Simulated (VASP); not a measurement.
# Ba (Fm-3m) in VASP: a series of runs, part 2 of 2

VASP 6.6.1. Earlier steps stand in the parts before.

**3. Relaxation of cell and atoms, PBE**

This run uses another cell than the first one, of 67.56 Å³/atom.

The input, INCAR:

```
SYSTEM = Ba
ALGO = Normal ; EDIFF = 1E-6
EDIFFG = -0.01 ; ENCUT = 600
GGA = PE ; IBRION = 2
ISIF = 3 ; ISMEAR = 0
LASPH = .True. ; LCHARG = .False.
LREAL = .False. ; LWAVE = .False.
NELM = 100 ; NSW = 100
PREC = Accurate ; SIGMA = 0.1
```

The input, KPOINTS:

```
k-points
0
Gamma
  16 16 16
  0 0 0
```

The input, POSCAR:

```
Ba
1.0
    0.0000000000      3.2326650028      3.2326650028
    3.2326650028      0.0000000000      3.2326650028
    3.2326650028      3.2326650028      0.0000000000
Ba
1
Direct
    0.0000000000      0.0000000000      0.0000000000
```

Potentials or basis: VASP PAW PBE potentials, release 64 (Ba_sv).

Started as:

```console
$ cat potpaw_PBE.64/Ba_sv/POTCAR > POTCAR
$ mpirun -np 1 vasp_std > vasp.out
```

OUTCAR:

```text
SYSTEM = Ba
   EDIFF = 1E-6
   EDIFFG = -0.01
   ENCUT = 600
   GGA = PE
   IBRION = 2
   ISIF = 3
   ISMEAR = 0
   LASPH = .True.
   LREAL = .False.
   NELM = 100
   NSW = 100
   PREC = Accurate

 ion  position               nearest neighbor table
   1  0.000  0.000  0.000-

  LATTYP: Found a face centered cubic cell.
 ALAT       =     6.4653300056

  Lattice vectors:

 A1 = (   0.0000000000,   3.2326650028,   3.2326650028)
 A2 = (   3.2326650028,   0.0000000000,   3.2326650028)
 A3 = (   3.2326650028,   3.2326650028,   0.0000000000)

Analysis of symmetry for initial positions (statically):
=====================================================================
 Subroutine PRICEL returns:
 Original cell was already a primitive cell.

 Routine SETGRP: Setting up the symmetry group for a
 face centered cubic supercell.

 Subroutine GETGRP returns: Found 48 space group operations
 (whereof 48 operations were pure point group operations)
 out of a pool of 48 trial point group operations.

The static configuration has the point symmetry O_h .

Analysis of symmetry for dynamics (positions and initial velocities):
=====================================================================
 Subroutine PRICEL returns:
 Original cell was already a primitive cell.

 Routine SETGRP: Setting up the symmetry group for a
 face centered cubic supercell.

 Subroutine GETGRP returns: Found 48 space group operations
 (whereof 48 operations were pure point group operations)
 out of a pool of 48 trial point group operations.

The dynamic configuration has the point symmetry O_h .

 Subroutine INISYM returns: Found 48 space group operations
 (whereof 48 operations are pure point group operations),
 and found     1 'primitive' translations

----------------------------------------------------------------------------------------

                                     Primitive cell

  volume of cell :      67.5635

  direct lattice vectors                    reciprocal lattice vectors
     0.000000000  3.232665003  3.232665003    -0.154671146  0.154671146  0.154671146
     3.232665003  0.000000000  3.232665003     0.154671146 -0.154671146  0.154671146
     3.232665003  3.232665003  0.000000000     0.154671146  0.154671146 -0.154671146

  length of vectors
     4.571678690  4.571678690  4.571678690     0.267898283  0.267898283  0.267898283

  position of ions in fractional coordinates (direct lattice)
     0.000000000  0.000000000  0.000000000

  ion indices of the primitive-cell ions
   primitive index   ion index
                 1           1

----------------------------------------------------------------------------------------

 KPOINTS: k-points

Automatic generation of k-mesh.
 Grid dimensions read from file:
 generate k-points for:   16   16   16

 Generating k-lattice:

  Cartesian coordinates                     Fractional coordinates (reciprocal lattice)
    -0.009666947  0.009666947  0.009666947     0.062500000  0.000000000  0.000000000
     0.009666947 -0.009666947  0.009666947     0.000000000  0.062500000  0.000000000
     0.009666947  0.009666947 -0.009666947     0.000000000  0.000000000  0.062500000

  Length of vectors
     0.016743643  0.016743643  0.016743643

  Shift w.r.t. Gamma in fractional coordinates (k-lattice)
[... 38 lines left out ...]
   dimension x,y,z NGXF=    80 NGYF=   80 NGZF=   80
   ions per type =               1
   NGX,Y,Z   is equivalent  to a cutoff of  14.55, 14.55, 14.55 a.u.
   NGXF,Y,Z  is equivalent  to a cutoff of  29.09, 29.09, 29.09 a.u.
 SYSTEM =  Ba
   PREC   = accura    normal or accurate (medium, high low for compatibility)
   ISTART =      0    job   : 0-new  1-cont  2-samecut
   ICHARG =      2    charge: 1-file 2-atom 10-const
   ISPIN  =      1    spin polarized calculation?
   LNONCOLLINEAR =      F non collinear calculations
   LSORBIT =      F    spin-orbit coupling
   LASPH  =      T    aspherical Exc in radial PAW
   ENCUT  =  600.0 eV  44.10 Ry    6.64 a.u.   9.13  9.13  9.13*2*pi/ulx,y,z
   NELM   =    100;   NELMIN=  2; NELMDL= -5     # of ELM steps
   EDIFF  = 0.1E-05   stopping-criterion for ELM
   LREAL  =      F    real-space projection
   EDIFFG = -.1E-01   stopping-criterion for IOM
   NSW    =    100    number of steps for IOM
   IBRION =      2    ionic relax: 0-MD 1-quasi-New 2-CG
   NFREE  =      1    steps in history (QN), initial steepest desc. (CG)
   ISIF   =      3    stress and relaxation
   ISYM   =      2    0-nonsym 1-usesym 2-fastsym
   POTIM  = 0.5000    time-step for ionic-motion
   TEBEG  =    0.0;   TEEND  =   0.0 temperature during run
   PSTRESS=    0.0 pullay stress
   NELECT =      10.0000    total number of electrons
   NUPDOWN=      -1.0000    fix difference up-down
   EMIN   =  10.00;   EMAX   =-10.00  energy-range for DOS
   EFERMI =   0.00;   METHOD = LEGACY
   ISMEAR =     0;   SIGMA  =   0.10  broadening in eV -4-tet -1-fermi 0-gaus
   EFERMI_NEDOS =   21; number of points for ismear=-14 and -15
   IALGO  =     38    algorithm
   IMIX   =      4    mixing-type and parameters
     AMIX     =   0.40;   BMIX     =  1.00
     AMIX_MAG =   1.60;   BMIX_MAG =  1.00
  volume/ion in A,a.u.               =      67.56       455.94
  Fermi-wavevector in a.u.,A,eV,Ry     =   0.865973  1.636451 10.203124  0.749908
  Thomas-Fermi vector in A             =   1.984294
   LORBIT       =      0    0 simple, 1 ext, 2 COOP (PROOUT), +10 PAW based schemes
   GGA     = PE    functional components
   LHFCALC =     F    Hartree Fock is set to
   AEXX    =    0.0000 exact exchange contribution
   IVDW    =     0    specifies the selected vdW correction
   LEPSILON=     F    determine dielectric tensor
   LRPA    =     F    only Hartree local field effects (RPA)
 conjugate gradient relaxation of ions
 non-spin polarized calculation
 Gauss-broadening in eV      SIGMA  =   0.10
  energy-cutoff  :      600.00
  volume of cell :       67.56
 maximum number of plane-waves:      2276
 NGX is ok and might be reduce to    40
   NGX = 19   NGY = 19   NGZ = 19

--------------------------------------- Ionic step        1  -------------------------------------------

 number of electron      10.0000000 magnetization

 number of electron       9.9999999 magnetization

 Free energy of the ion-electron system (eV)
  ---------------------------------------------------
  ext. energy  EPLUGINS =         0.00000000
  ---------------------------------------------------
  free energy    TOTEN  =        -1.89116956 eV

  energy without entropy =       -1.88245611  energy(sigma->0) =       -1.88681283

------------------------ aborting loop because EDIFF is reached ----------------------------------------

  FORCE on cell =-STRESS in cart. coord.  units (eV):
  Direction    XX          YY          ZZ          XY          YZ          ZX
  --------------------------------------------------------------------------------------
  -------------------------------------------------------------------------------------
  Total       -0.1517793     -0.1517793     -0.1517793      0.0000000     -0.0000000      0.0000000
  in kB       -3.5992408     -3.5992408     -3.5992408      0.0000000     -0.0000000      0.0000000
  external PRESSURE =      -3.5992408 kB  Pullay stress =       0.0000000 kB
[... 57 lines left out ...]
--------------------------------------- Ionic step        3  -------------------------------------------

 number of electron      10.0000000 magnetization

 Free energy of the ion-electron system (eV)
  ---------------------------------------------------
  ext. energy  EPLUGINS =         0.00000000
  ---------------------------------------------------
  free energy    TOTEN  =        -1.89485129 eV

  energy without entropy =       -1.88588588  energy(sigma->0) =       -1.89036859

 E-fermi :   1.6338     XC(G=0):  -7.3471

 val. band max:        1.6200415035   @ k =  -0.3125   0.3750   0.0625
 cond. band min:       1.6503459317   @ k =   0.3750   0.3750   0.0000
 fundamental gap:      0.0303044282
 Fermi energy:         1.6338080173

 k-point     1 :       0.0000    0.0000    0.0000
  band No.  band energies     occupation
      1     -27.3136      2.00000
      2     -12.2788      2.00000
      3     -12.2788      2.00000
      4     -12.2788      2.00000
      5      -1.1597      2.00000
      6       3.3712      0.00000
      7       3.3712      0.00000
      8       3.3712      0.00000
      9       4.9010      0.00000
[... 265 lines left out ...]
 k-point    24 :      -0.0625    0.0625    0.0000
  band No.  band energies     occupation
      1     -27.3100      2.00000
      2     -12.3210      2.00000
      3     -12.2910      2.00000
      4     -12.2817      2.00000
      5      -0.9801      2.00000
      6       3.1517      0.00000
      7       3.4579      0.00000
      8       3.4601      0.00000
      9       4.6903      0.00000

 [... further k-points ...]
[... 5 lines left out ...]
  --------------------------------------------------------------------------------------
  -------------------------------------------------------------------------------------
  Total        0.0074658      0.0074658      0.0074658     -0.0000000      0.0000000      0.0000000
  in kB        0.1862674      0.1862674      0.1862674     -0.0000000      0.0000000      0.0000000
  external PRESSURE =       0.1862674 kB  Pullay stress =       0.0000000 kB
[... 16 lines left out ...]
  FREE ENERGIE OF THE ION-ELECTRON SYSTEM (eV)
  ---------------------------------------------------
  free  energy   TOTEN  =        -1.8948512874 eV

  energy  without entropy=       -1.8858858849  energy(sigma->0) =       -1.89036859

 reached required accuracy - stopping structural energy minimisation
```

OSZICAR:

```text
N       E                     dE             d eps       ncg     rms          rms(c)
DAV:   1     0.629442921966E+02    0.62944E+02   -0.45237E+03  2610   0.101E+03
DAV:   2     0.969212941754E+00   -0.61975E+02   -0.60989E+02  3153   0.153E+02
DAV:   3    -0.182667500491E+01   -0.27959E+01   -0.27845E+01  3326   0.391E+01
[... 23 lines left out ...]
DAV:   5    -0.189476873821E+01   -0.67060E-03   -0.54520E-04  2868   0.208E-01    0.459E-02
DAV:   6    -0.189484315088E+01   -0.74413E-04   -0.12810E-04  4135   0.889E-02    0.339E-02
DAV:   7    -0.189484904099E+01   -0.58901E-05   -0.76789E-06  2797   0.382E-02    0.159E-02
DAV:   8    -0.189485063653E+01   -0.15955E-05   -0.20802E-06  3019   0.138E-02    0.534E-03
DAV:   9    -0.189485128740E+01   -0.65087E-06   -0.46347E-07  1379   0.847E-03
   3 F= -.18948513E+01 E0= -.18903686E+01  d E =-.368172E-02
```

It took 2.7 min on 1 thread of Intel Xeon Platinum 8488C (Sapphire Rapids), shared host; peak memory 0.32 GiB.

What came out:

* Free energy: -1.8949 eV
* Relaxed volume: 64.22 Å³/atom
* Relaxed cell: a = 4.495 Å, b = 4.495 Å, c = 4.495 Å, α = 60.00°, β = 60.00°, γ = 60.00°
* Space group after relaxing (to 0.1 Å): Fm-3m (No. 225)
* Energy gained by relaxing: 3.7 meV/atom
* Ionic steps: 3
* Pressure after relaxing: 0.0 GPa
* Band gap on the k mesh: zero (bands 5 and 6 overlap by 0.21 eV)

Step by step:
```
step  energy change (eV)  largest force (eV/Å)  pressure (GPa)  volume (Å³)
   1              0.0000                0.0000           -0.36        67.56
   2             -0.0026                0.0000           -0.21        66.09
   3             -0.0037                0.0000            0.02        64.22
```

Final structure:
```
Ba
1.0
     0.00000    3.17839    3.17839
     3.17839    0.00000    3.17839
     3.17839    3.17839    0.00000
Ba
1
Direct
  0.00000 0.00000 0.00000
```

Levels at points of the mesh, in eV from the Fermi level:
| k point | band 2 | band 3 | band 4 | band 5 | band 6 | band 7 | band 8 | band 9 |
| --- | --- | --- | --- | --- | --- | --- | --- | --- |
| (0.00, 0.00, 0.00) | -13.91 | -13.91 | -13.91 | -2.79 | 1.74 | 1.74 | 1.74 | 3.27 |
| (0.50, 0.00, 0.00) | -14.34 | -13.97 | -13.97 | -0.96 | 0.99 | 1.59 | 1.59 | 4.43 |
| (0.50, 0.50, 0.00) | -14.32 | -14.07 | -14.07 | -0.81 | -0.17 | 1.98 | 4.45 | 4.79 |

Caveat: spin-orbit coupling is left out, which moves the levels of the heavy elements.
